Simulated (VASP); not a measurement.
Crystal: HfN (e600).

```
CELL_PARAMETERS angstrom
0.00000 2.25600 2.25600
2.25600 0.00000 2.25600
2.25600 2.25600 0.00000
ATOMIC_POSITIONS crystal
Hf 0.00000 0.00000 0.00000
N 0.50000 0.50000 0.50000
```

- Program: VASP 6.6.1
- Task: relaxation of cell and atoms
- Functional: PBE
- Potentials or basis: VASP PAW PBE potentials, release 64 (Hf_pv, N)
- Cutoff: 600 eV
- k mesh: 16 × 16 × 16
- Occupations: gaussian, width 0.1 eV
- Spin: no spin polarisation

At the start: pressure 4.1 GPa; volume 11.48 Å³/atom.

Problem. Where does the relaxation end?

Solution. Over 3 steps the energy falls by 2.1 meV/atom and the volume is 11.65 Å³/atom (+1.5 %); space group Fm-3m (No. 225, to 0.05 Å).

The path:
```csv
step,energy change (eV),largest force (eV/Å),pressure (GPa),volume (Å³)
1,0.0000,0.0000,4.06,22.96
2,0.0101,0.0000,-6.94,23.94
3,-0.0042,0.0000,-0.02,23.30
```

Final structure:
```cif
data_structure
_symmetry_space_group_name_H-M 'P 1'
_symmetry_Int_Tables_number 1
_cell_length_a 3.2061
_cell_length_b 3.2061
_cell_length_c 3.2061
_cell_angle_alpha 60.000
_cell_angle_beta 60.000
_cell_angle_gamma 60.000
_cell_volume 23.30
loop_
_atom_site_label
_atom_site_type_symbol
_atom_site_fract_x
_atom_site_fract_y
_atom_site_fract_z
_atom_site_occupancy
Hf1 Hf 0.00000 0.00000 0.00000 1
N1 N 0.50000 0.50000 0.50000 1
```
